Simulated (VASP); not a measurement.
# TiSi16 (a cell with a defect) in VASP: further runs

The runs below take TiSi16 (a cell with a defect) through single point, with PBE+D3(BJ).

All numbers are computed with VASP 6.6.1; they aren't measurements. Logs are shortened: lines on timing, memory, paths and dates and some standing lists are left out, and cuts for length are marked.

### Step 1. The cell of the first run

The cell holds a defect, 17 atoms: a = 7.679 Å, b = 7.679 Å, c = 7.679 Å, α = 60.00°, β = 60.00°, γ = 60.00°.

### Step 2. Single point, PBE+D3(BJ)

INCAR

```
SYSTEM = TiSi16
  PREC = Accurate
  ENCUT = 520
  EDIFF = 1E-7
  ISMEAR = -1
  SIGMA = 0.02
  LREAL = Auto
  LASPH = .True.
  NELM = 100
  ALGO = Normal
  ISIF = 2
  LWAVE = .False.
  LCHARG = .True.
  GGA = PE
  IVDW = 12
  LELF = .True.
  LVHAR = .True.
  NBANDS = 52
```

KPOINTS

```
regular mesh
0
Gamma
  2 2 2
  0 0 0
```

POSCAR

```
TiSi16
1.0
    0.0000000000      5.4300000000      5.4300000000
    5.4300000000      0.0000000000      5.4300000000
    5.4300000000      5.4300000000      0.0000000000
Si Ti
16 1
Direct
   -0.0123878626      0.0037482913      0.0035533450
    0.1220419531      0.1277575878      0.1275315686
    0.0019342267     -0.0049495913      0.5007814860
    0.1218621686      0.1277706792      0.6213011954
    0.0019598198      0.5009884254     -0.0052020833
    0.1219637895      0.6214030466      0.1275572577
    0.0018657491      0.5009954640      0.5008109386
    0.1255943097      0.6244733266      0.6242054715
    0.5046604893      0.0035815331      0.0033897720
    0.6248872105      0.1245955959      0.1247402355
    0.5043559007      0.0037003837      0.4873142950
    0.6288197933      0.1277448780      0.6211189068
    0.5044477065      0.4872377329      0.0035965958
    0.6288338889      0.6212174276      0.1275349815
    0.4961668854      0.5009435911      0.5007641295
    0.6286444868      0.6212381356      0.6212378572
    0.3751384849      0.8745908926      0.8745660471
```

Potentials or basis: VASP PAW PBE potentials, release 64 (Si, Ti_sv).

Command:

```sh
$ cat potpaw_PBE.64/Si/POTCAR potpaw_PBE.64/Ti_sv/POTCAR > POTCAR
$ mpirun -np 1 vasp_std > vasp.out
```

OUTCAR:

```text
SYSTEM = TiSi16
   PREC = Accurate
   ENCUT = 520
   EDIFF = 1E-7
   ISMEAR = -1
   LREAL = Auto
   LASPH = .True.
   NELM = 100
   ISIF = 2
   GGA = PE
   IVDW = 12
 IVDW          = 12

 ion  position               nearest neighbor table
   1  0.988  0.004  0.004-  10 2.27   4 2.40   6 2.40   2 2.40  17 2.43
   2  0.122  0.128  0.128-   5 2.34   3 2.34   1 2.40   9 2.40  17 2.75
   3  0.002  0.995  0.501-   8 2.32  12 2.34   4 2.34   2 2.34
   4  0.122  0.128  0.621-   3 2.34   7 2.34   1 2.40  11 2.40  17 2.75
   5  0.002  0.501  0.995-   8 2.32  14 2.34   6 2.34   2 2.34
   6  0.122  0.621  0.128-   5 2.34   7 2.34   1 2.40  13 2.40  17 2.75
   7  0.002  0.501  0.501-   8 2.32  16 2.34   4 2.34   6 2.34
   8  0.126  0.624  0.624-  15 2.32   3 2.32   5 2.32   7 2.32
   9  0.505  0.004  0.003-  10 2.27  12 2.40  14 2.40   2 2.40  17 2.43
  10  0.625  0.125  0.125-  11 2.27   9 2.27  13 2.27   1 2.27
  11  0.504  0.004  0.487-  10 2.27  12 2.40  16 2.40   4 2.40  17 2.43
  12  0.629  0.128  0.621-   3 2.34  15 2.34   9 2.40  11 2.40  17 2.75
  13  0.504  0.487  0.004-  10 2.27  14 2.40  16 2.40   6 2.40  17 2.43
  14  0.629  0.621  0.128-   5 2.34  15 2.34  13 2.40   9 2.40  17 2.75
  15  0.496  0.501  0.501-   8 2.32  12 2.34  14 2.34  16 2.34
  16  0.629  0.621  0.621-   7 2.34  15 2.34  13 2.40  11 2.40  17 2.75
  17  0.375  0.875  0.875-  11 2.43   9 2.43  13 2.43   1 2.43   2 2.75   6 2.75   4 2.75  14 2.75
                            16 2.75  12 2.75

  LATTYP: Found a face centered cubic cell.
 ALAT       =    10.8600000000

  Lattice vectors:

 A1 = (   0.0000000000,   5.4300000000,   5.4300000000)
 A2 = (   5.4300000000,   0.0000000000,   5.4300000000)
 A3 = (   5.4300000000,   5.4300000000,   0.0000000000)

Analysis of symmetry for initial positions (statically):
=====================================================================
 Subroutine PRICEL returns:
 Original cell was already a primitive cell.

 Routine SETGRP: Setting up the symmetry group for a
 face centered cubic supercell.

 Subroutine GETGRP returns: Found  1 space group operations
 (whereof  1 operations were pure point group operations)
 out of a pool of 48 trial point group operations.

The static configuration has the point symmetry C_1 .

Analysis of symmetry for dynamics (positions and initial velocities):
=====================================================================
 Subroutine PRICEL returns:
 Original cell was already a primitive cell.

 Routine SETGRP: Setting up the symmetry group for a
 face centered cubic supercell.

 Subroutine GETGRP returns: Found  1 space group operations
 (whereof  1 operations were pure point group operations)
 out of a pool of 48 trial point group operations.

The dynamic configuration has the point symmetry C_1 .
[... 122 lines left out ...]
   PSTRESS=    0.0 pullay stress
   NELECT =      76.0000    total number of electrons
   NUPDOWN=      -1.0000    fix difference up-down
   EMIN   =  10.00;   EMAX   =-10.00  energy-range for DOS
   EFERMI =   0.00;   METHOD = LEGACY
   ISMEAR =    -1;   SIGMA  =   0.02  broadening in eV -4-tet -1-fermi 0-gaus
   EFERMI_NEDOS =   21; number of points for ismear=-14 and -15
   IALGO  =     38    algorithm
   IMIX   =      4    mixing-type and parameters
     AMIX     =   0.40;   BMIX     =  1.00
     AMIX_MAG =   1.60;   BMIX_MAG =  1.00
  volume/ion in A,a.u.               =      18.84       127.11
  Fermi-wavevector in a.u.,A,eV,Ry     =   1.013607  1.915439 13.978610  1.027399
  Thomas-Fermi vector in A             =   2.146786
   LORBIT       =      0    0 simple, 1 ext, 2 COOP (PROOUT), +10 PAW based schemes
   GGA     = PE    functional components
   LHFCALC =     F    Hartree Fock is set to
   AEXX    =    0.0000 exact exchange contribution
   IVDW    =    12    specifies the selected vdW correction
   LEPSILON=     F    determine dielectric tensor
   LRPA    =     F    only Hartree local field effects (RPA)
 non-spin polarized calculation
  energy-cutoff  :      520.00
  volume of cell :      320.21
 maximum number of plane-waves:      8646
 NGX is ok and might be reduce to    60
   NGX = 29   NGY = 29   NGZ = 29

 number of electron      75.9999998 magnetization

 Free energy of the ion-electron system (eV)
  ---------------------------------------------------
  ext. energy  EPLUGINS =         0.00000000
  ---------------------------------------------------
  free energy    TOTEN  =       -92.21425509 eV

  energy without entropy =      -92.18973336  energy(sigma->0) =      -92.20199423

 E-fermi :   6.9312     XC(G=0):  -9.7514

 val. band max:        6.8927935046   @ k =   0.0000   0.5000   0.5000
 cond. band min:       6.9591555972   @ k =   0.0000   0.5000   0.0000
 fundamental gap:      0.0663620926
 Fermi energy:         6.9311799086

 k-point     1 :       0.0000    0.0000    0.0000
  band No.  band energies     occupation
      1     -49.8788      2.00000
      2     -26.2529      2.00000
      3     -26.2511      2.00000
      4     -26.2501      2.00000
      5      -5.7209      2.00000
      6      -3.5134      2.00000
[... 413 lines left out ...]
     49       9.8754      0.00000
     50      10.5378      0.00000
 [bands above 50 left out]

------------------------ aborting loop because EDIFF is reached ----------------------------------------

 Edisp (eV)   -5.83782

 E8    (eV) :    -2.4422

  FORCE on cell =-STRESS in cart. coord.  units (eV):
  Direction    XX          YY          ZZ          XY          YZ          ZX
  --------------------------------------------------------------------------------------
  -------------------------------------------------------------------------------------
  Total       1.90693     1.87450     1.87276     0.00126     0.02371     0.00459
  in kB       9.54147     9.37923     9.37052     0.00632     0.11865     0.02298
  external pressure =        9.43 kB  Pullay stress =        0.00 kB

 VOLUME and BASIS-vectors are now :
 -----------------------------------------------------------------------------
  energy-cutoff  :      520.00
  volume of cell :      320.21
      direct lattice vectors                 reciprocal lattice vectors
     0.000000000  5.430000000  5.430000000    -0.092081031  0.092081031  0.092081031
     5.430000000  0.000000000  5.430000000     0.092081031 -0.092081031  0.092081031
     5.430000000  5.430000000  0.000000000     0.092081031  0.092081031 -0.092081031

 POSITION                                       TOTAL-FORCE (eV/Angst)
 -----------------------------------------------------------------------------------
      0.03965      5.38203      5.38309         0.000931     -0.002308     -0.002468
      1.38622      1.35518      1.35641         0.002763      0.000592      0.000153
      8.12237      2.72975      5.41363        -0.002478      0.000597      0.000299
      4.06746      4.03538      1.35551         0.002039      0.000482      0.001589
      8.12212      5.41239      2.73101        -0.002914     -0.000713      0.001384
      4.06685      1.35490      4.03648         0.002205      0.001977     -0.000671
[... 9 lines left out ...]
      6.74664      6.78686      6.78686         0.000428      0.000225      0.000570
      9.49792      6.78590      6.78603        -0.006593     -0.003033     -0.001296
 -----------------------------------------------------------------------------------
    total drift:                                0.000191     -0.003285     -0.001474

  FREE ENERGIE OF THE ION-ELECTRON SYSTEM (eV)
  ---------------------------------------------------
  free  energy   TOTEN  =       -98.0520772631 eV

  energy  without entropy=      -98.0275555312  energy(sigma->0) =      -98.03981640
```

Run time: 10 min. Hardware: 1 thread of Intel Xeon 8259CL, shared host; peak memory 0.51 GiB.

What came out:

| Item | Value |
| --- | --- |
| Free energy | -98.0521 eV |
| Pressure | 0.9 GPa |
| Largest force | 0.007 eV/Å |
| Band gap on the k mesh | zero (bands 38 and 39 overlap by 0.43 eV) |
| Dispersion energy per atom | -0.343 eV |

Forces in eV/Å, atoms in the order of the input:
```
Si   0.001 -0.002 -0.002
Si   0.003  0.001  0.000
Si  -0.002  0.001  0.000
Si   0.002  0.000  0.002
Si  -0.003 -0.001  0.001
Si   0.002  0.002 -0.001
Si   0.001 -0.001  0.000
Si   0.004  0.001 -0.001
Si   0.000 -0.001 -0.001
Si   0.004  0.002  0.004
Si  -0.006 -0.002  0.000
Si   0.002 -0.001  0.000
Si  -0.006  0.001 -0.003
Si   0.002  0.001 -0.001
Si   0.002  0.001  0.001
Si   0.000  0.000  0.001
Ti  -0.007 -0.003 -0.001
```

Levels at points of the mesh, in eV from the Fermi level:
```tsv
k point	band 34	band 35	band 36	band 37	band 38	band 39	band 40	band 41
(0.00, 0.00, 0.00)	-0.99	-0.99	-0.99	-0.41	-0.41	-0.40	-0.10	-0.10
(0.50, 0.00, 0.00)	-1.97	-1.37	-1.37	-0.28	0.03	0.03	0.44	0.44
(0.00, 0.50, 0.00)	-1.97	-1.37	-1.37	-0.28	0.03	0.03	0.44	0.44
(0.00, 0.00, 0.50)	-1.97	-1.37	-1.37	-0.28	0.03	0.03	0.44	0.44
(0.50, 0.50, 0.50)	-1.97	-1.37	-1.37	-0.28	0.03	0.03	0.44	0.44
(0.50, 0.50, 0.00)	-2.01	-2.01	-1.88	-0.71	-0.04	0.57	0.57	1.10
(0.00, 0.50, 0.50)	-2.00	-2.00	-1.88	-0.71	-0.04	0.57	0.57	1.10
(0.50, 0.00, 0.50)	-2.01	-2.01	-1.88	-0.71	-0.04	0.57	0.57	1.10
```

Caveat: the k points lie up to 0.50 Å⁻¹ apart.

### Step 3. Single point, PBE+D3(BJ)

INCAR

```
SYSTEM = TiSi16
PREC     = Accurate       ! precision mode
ENCUT    = 520            ! plane-wave cutoff, eV
EDIFF    = 1E-7           ! SCF threshold, eV
ISMEAR   = -1             ! smearing method
SIGMA    = 0.02           ! smearing width, eV
LREAL    = Auto         
LASPH    = .True.         ! aspherical terms in the spheres
NELM     = 100            ! most SCF steps
ALGO     = Normal         ! electronic algorithm
ISIF     = 2              ! what is computed and relaxed
LWAVE    = .False.        ! write WAVECAR
LCHARG   = .False.        ! write CHGCAR
GGA      = PE             ! functional
IVDW     = 12             ! dispersion correction
NBANDS   = 52             ! bands
```

KPOINTS

```
Automatic mesh
0
Gamma
  2 2 2
  0 0 0
```

POSCAR

```
TiSi16
1.0
    0.0000000000      5.4300000000      5.4300000000
    5.4300000000      0.0000000000      5.4300000000
    5.4300000000      5.4300000000      0.0000000000
Si Ti
16 1
Direct
   -0.0001672694     -0.0000587528      0.0008480351
    0.1234652037      0.1235574102      0.1242397980
    0.0032666473      0.0033240614      0.4974967542
    0.1234812695      0.1235838744      0.6302334065
    0.0035471372      0.4967496891      0.0037339578
    0.1235538665      0.6293606661      0.1243308868
    0.0034965117      0.4967566987      0.4975732682
    0.1377444724      0.6208307554      0.6215019291
    0.4966589975      0.0036118857      0.0037417838
    0.6292513970      0.1236560119      0.1243298713
    0.4966400571      0.0035862283      0.4975671544
    0.6207561266      0.1377772717      0.6214972285
    0.4966749802      0.4967861464      0.0040211763
    0.6209960011      0.6210656038      0.1376519179
    0.5004935553      0.5005135542      0.5001855657
    0.6209174322      0.6210391126      0.6217852569
    0.7502274742      0.7502821628      0.7504643796
```

Potentials or basis: VASP PAW PBE potentials, release 64 (Si, Ti_sv).

Command:

```sh
$ cat potpaw_PBE.64/Si/POTCAR potpaw_PBE.64/Ti_sv/POTCAR > POTCAR
$ mpirun -np 1 vasp_std > vasp.out
```

OUTCAR:

```text
SYSTEM = TiSi16
   PREC = Accurate
   ENCUT = 520
   EDIFF = 1E-7
   ISMEAR = -1
   LREAL = Auto
   LASPH = .True.
   NELM = 100
   ISIF = 2
   GGA = PE
   IVDW = 12
 IVDW          = 12

 ion  position               nearest neighbor table
   1  1.000  1.000  0.001-   6 2.32  10 2.32   4 2.32   2 2.32
   2  0.123  0.124  0.124-   1 2.32   5 2.34   9 2.34   3 2.34
   3  0.003  0.003  0.497-   4 2.34   2 2.34   8 2.40  12 2.40  17 2.75
   4  0.123  0.124  0.630-   1 2.32  11 2.34   7 2.34   3 2.34
   5  0.004  0.497  0.004-   2 2.34   6 2.34   8 2.40  14 2.40  17 2.75
   6  0.124  0.629  0.124-   1 2.32  13 2.34   5 2.34   7 2.34
   7  0.003  0.497  0.498-   4 2.34   6 2.34   8 2.40  16 2.40  17 2.75
   8  0.138  0.621  0.622-  15 2.27   5 2.40   7 2.40   3 2.40  17 2.43
   9  0.497  0.004  0.004-   2 2.34  10 2.34  12 2.40  14 2.40  17 2.75
  10  0.629  0.124  0.124-   1 2.32  13 2.34   9 2.34  11 2.34
  11  0.497  0.004  0.498-   4 2.34  10 2.34  12 2.40  16 2.40  17 2.75
  12  0.621  0.138  0.621-  15 2.27  11 2.40   9 2.40   3 2.40  17 2.43
  13  0.497  0.497  0.004-   6 2.34  10 2.34  14 2.40  16 2.40  17 2.75
  14  0.621  0.621  0.138-  15 2.27  13 2.40   9 2.40   5 2.40  17 2.43
  15  0.500  0.501  0.500-  14 2.27  16 2.27  12 2.27   8 2.27
  16  0.621  0.621  0.622-  15 2.27  13 2.40  11 2.40   7 2.40  17 2.43
  17  0.750  0.750  0.750-  14 2.43  16 2.43  12 2.43   8 2.43   3 2.75   7 2.75  11 2.75   5 2.75
                             9 2.75  13 2.75

  LATTYP: Found a face centered cubic cell.
 ALAT       =    10.8600000000

  Lattice vectors:

 A1 = (   0.0000000000,   5.4300000000,   5.4300000000)
 A2 = (   5.4300000000,   0.0000000000,   5.4300000000)
 A3 = (   5.4300000000,   5.4300000000,   0.0000000000)

Analysis of symmetry for initial positions (statically):
=====================================================================
 Subroutine PRICEL returns:
 Original cell was already a primitive cell.

 Routine SETGRP: Setting up the symmetry group for a
 face centered cubic supercell.

 Subroutine GETGRP returns: Found  1 space group operations
 (whereof  1 operations were pure point group operations)
 out of a pool of 48 trial point group operations.

The static configuration has the point symmetry C_1 .
[... 154 lines left out ...]
   IVDW    =    12    specifies the selected vdW correction
   LEPSILON=     F    determine dielectric tensor
   LRPA    =     F    only Hartree local field effects (RPA)
 non-spin polarized calculation
  energy-cutoff  :      520.00
  volume of cell :      320.21
 maximum number of plane-waves:      8646
 NGX is ok and might be reduce to    60
   NGX = 29   NGY = 29   NGZ = 29

 number of electron      75.9999998 magnetization

 Free energy of the ion-electron system (eV)
  ---------------------------------------------------
  ext. energy  EPLUGINS =         0.00000000
  ---------------------------------------------------
  free energy    TOTEN  =       -92.21364286 eV

  energy without entropy =      -92.18911437  energy(sigma->0) =      -92.20137861

 E-fermi :   6.9312     XC(G=0):  -9.7514

 val. band max:        6.8926286368   @ k =   0.0000   0.5000   0.5000
 cond. band min:       6.9591963221   @ k =   0.0000   0.0000   0.5000
 fundamental gap:      0.0665676853
 Fermi energy:         6.9311674704

 k-point     1 :       0.0000    0.0000    0.0000
  band No.  band energies     occupation
      1     -49.8788      2.00000
      2     -26.2535      2.00000
      3     -26.2512      2.00000
      4     -26.2493      2.00000
      5      -5.7209      2.00000
      6      -3.5131      2.00000
[... 413 lines left out ...]
     49       9.8752      0.00000
     50      10.5384      0.00000
 [bands above 50 left out]

------------------------ aborting loop because EDIFF is reached ----------------------------------------

 Edisp (eV)   -5.83782

 E8    (eV) :    -2.4422

  FORCE on cell =-STRESS in cart. coord.  units (eV):
  Direction    XX          YY          ZZ          XY          YZ          ZX
  --------------------------------------------------------------------------------------
  -------------------------------------------------------------------------------------
  Total       1.87635     1.87281     1.87082    -0.00803     0.00556     0.00415
  in kB       9.38846     9.37076     9.36081    -0.04015     0.02782     0.02077
  external pressure =        9.37 kB  Pullay stress =        0.00 kB

 VOLUME and BASIS-vectors are now :
 -----------------------------------------------------------------------------
  energy-cutoff  :      520.00
  volume of cell :      320.21
      direct lattice vectors                 reciprocal lattice vectors
     0.000000000  5.430000000  5.430000000    -0.092081031  0.092081031  0.092081031
     5.430000000  0.000000000  5.430000000     0.092081031 -0.092081031  0.092081031
     5.430000000  5.430000000  0.000000000     0.092081031  0.092081031 -0.092081031

 POSITION                                       TOTAL-FORCE (eV/Angst)
 -----------------------------------------------------------------------------------
      5.43429      5.43370     10.85877        -0.000232     -0.000217      0.002252
      1.34554      1.34504      1.34133        -0.003363     -0.002830     -0.002465
      2.71946      2.71915      0.03579        -0.001758     -0.001395      0.000531
      4.09323      4.09267      1.34156         0.002596      0.002540     -0.003422
      2.71763      0.03954      2.71661        -0.000884      0.001226     -0.001027
      4.09255      1.34601      4.08833         0.003049     -0.004149      0.000387
[... 9 lines left out ...]
      6.74854      6.74788      6.74382        -0.001363     -0.001372     -0.000224
      8.14905      8.14876      8.14777         0.004700      0.004268      0.003136
 -----------------------------------------------------------------------------------
    total drift:                                0.007853      0.007722      0.002952

  FREE ENERGIE OF THE ION-ELECTRON SYSTEM (eV)
  ---------------------------------------------------
  free  energy   TOTEN  =       -98.0514648706 eV

  energy  without entropy=      -98.0269363765  energy(sigma->0) =      -98.03920062
```

stdout:

```text
POSCAR found type information on POSCAR SiTi
 POSCAR found :  2 types and      17 ions
 scaLAPACK will be used
 LDA part: xc-table for (Slater+PW92), standard interpolation
 POSCAR, INCAR and KPOINTS ok, starting setup
 FFT: planning ... GRIDC
 FFT: planning ... GRID_SOFT
 FFT: planning ... GRID
 WAVECAR not read
 entering main loop
```

Run time: 7.2 min. Hardware: 1 thread of Intel Xeon 8259CL, shared host; peak memory 0.49 GiB.

What came out:

* Free energy: -98.0515 eV
* Pressure: 0.9 GPa
* Largest force: 0.007 eV/Å
* Band gap on the k mesh: zero (bands 38 and 39 overlap by 0.43 eV)
* Dispersion energy per atom: -0.343 eV

Forces in eV/Å, atoms in the order of the input:
```
Si   0.000  0.000  0.002
Si  -0.003 -0.003 -0.002
Si  -0.002 -0.001  0.001
Si   0.003  0.003 -0.003
Si  -0.001  0.001 -0.001
Si   0.003 -0.004  0.000
Si  -0.001 -0.002  0.000
Si  -0.002  0.005  0.004
Si   0.002 -0.001 -0.001
Si  -0.004  0.003  0.000
Si  -0.003 -0.001  0.000
Si   0.005 -0.002  0.004
Si  -0.001 -0.001 -0.001
Si   0.003  0.003 -0.001
Si  -0.002 -0.002 -0.004
Si  -0.001 -0.001  0.000
Ti   0.005  0.004  0.003
```

Caveat: the k points lie up to 0.50 Å⁻¹ apart.

The gap in the log of VASP goes by the Fermi energy; the results here count the filled bands.